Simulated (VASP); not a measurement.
NaH:

```xyz
2
Lattice="-0.0321 2.4023 2.4023 2.4023 -0.0321 2.4023 2.4023 2.4023 -0.0321" Properties=species:S:1:pos:R:3 pbc="T T T"
Na    0.0000    0.0000    0.0000
H     2.3863    2.3863    2.3863
```

This cell differs from its parent crystal: epitaxial 111 strain +1.5%.

Program: VASP 6.6.1. Alike in all runs: task single point; potentials or basis VASP PAW PBE potentials, release 64 (Na_pv, H); no spin polarisation; cell as given; cutoff (eV) 520. Hardware: 1 thread of Intel(R) Xeon(R) Platinum 8488C (Sapphire Rapids), with other jobs on the host.

Task: Order these runs on this cell by their wall time, lowest first.
A. level r2SCAN; k mesh 10 × 10 × 10; smearing gaussian 0.01 eV
B. level PBE; k mesh 10 × 10 × 10; smearing fermi-dirac 0.02 eV
C. level HSE06; k mesh 6 × 6 × 6; smearing gaussian 0.01 eV; grid for exact exchange (PRECFOCK) Normal; screening parameter 0.2079 1/Å

Result: B (25 s), A (100 s), C (540 s).
